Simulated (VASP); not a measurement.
A run of VASP 6.6.1:

The input INCAR:

```
ALGO = Normal
EDIFF = 1E-6
ENCUT = 400
GGA = CA
GGA_COMPAT = F
ISIF = 2
ISMEAR = -1
LASPH = T
LCHARG = F
LREAL = F
LWAVE = F
NBANDS = 114
NELM = 120
PREC = Accurate
SIGMA = 0.15
```

KPOINTS

```
k-points
0
Gamma
  2 2 4
```

Contents of POSCAR:

```
Ir4Rh11
1.0
    7.6341200000      0.0000000000      0.0000000000
    0.0000000000      7.6341200000      0.0000000000
    0.0000000000      0.0000000000      3.8170600000
Ir Rh
4 11
Direct
    0.0012707680      0.0012707680      0.0000000000
    0.0012707680      0.4987292320      0.0000000000
    0.4987292320      0.0012707680      0.0000000000
    0.4987292320      0.4987292320      0.0000000000
    0.0007466596      0.2500000000      0.5000000000
    0.2500000000      0.0007466596      0.5000000000
    0.0006993845      0.7500000000      0.5000000000
    0.2500000000      0.4992533404      0.5000000000
    0.2500000000      0.7500000000      0.0000000000
    0.4992533404      0.2500000000      0.5000000000
    0.7500000000      0.0006993845      0.5000000000
    0.7500000000      0.2500000000      0.0000000000
    0.4993006155      0.7500000000      0.5000000000
    0.7500000000      0.4993006155      0.5000000000
    0.7500000000      0.7500000000      0.0000000000
```

Potentials or basis: VASP PAW LDA potentials, release 64 (Ir, Rh_pv).

Command:

```sh
$ cat potpaw_LDA.64/Ir/POTCAR potpaw_LDA.64/Rh_pv/POTCAR > POTCAR
$ mpirun -np 1 vasp_std > vasp.out
```

Hardware: 1 thread of Intel(R) Xeon(R) Platinum 8488C (Sapphire Rapids), on a shared host.

Task: How long does it take, and how much memory?

Result: Run time: 3.4 min on 1 thread of Intel(R) Xeon(R) Platinum 8488C (Sapphire Rapids), with other jobs on the host, peak memory 0.27 GiB. Counts: scf iterations 18, k points 9.
